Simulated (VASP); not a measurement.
Runs of VASP 6.6.1 on BaHg. The structure is that of space group Pm-3m (No. 221), or close to it. The cells are those of the table. 

```tsv
cell	gap on the mesh (eV)	pressure (GPa)
a = 4.261 Å, 2 atoms	none	(a)
a = 4.151 Å, 2 atoms	none	-2.1
a = 4.122 Å, 2 atoms	none	-1.6
a = 4.179 Å, 2 atoms	none	(b)
a = 4.234 Å, 2 atoms	none	-3.3
```

Alike in all rows: task single point; level LDA; potentials or basis VASP PAW LDA potentials, release 64 (Ba_sv, Hg); no spin polarisation; k mesh 7 × 7 × 7; cutoff (eV) 520; smearing fermi-dirac 0.02 eV.

Problem. Estimate the missing entries.

Solution. (a) -3.6; (b) -2.5.

Caveats: spin-orbit coupling is left out, which moves the levels of the heavy elements.

A k mesh can miss the band edges, and the runs leave out spin-orbit coupling on Ba, Hg.

A gap of «none» marks levels without a gap at the run's occupations.
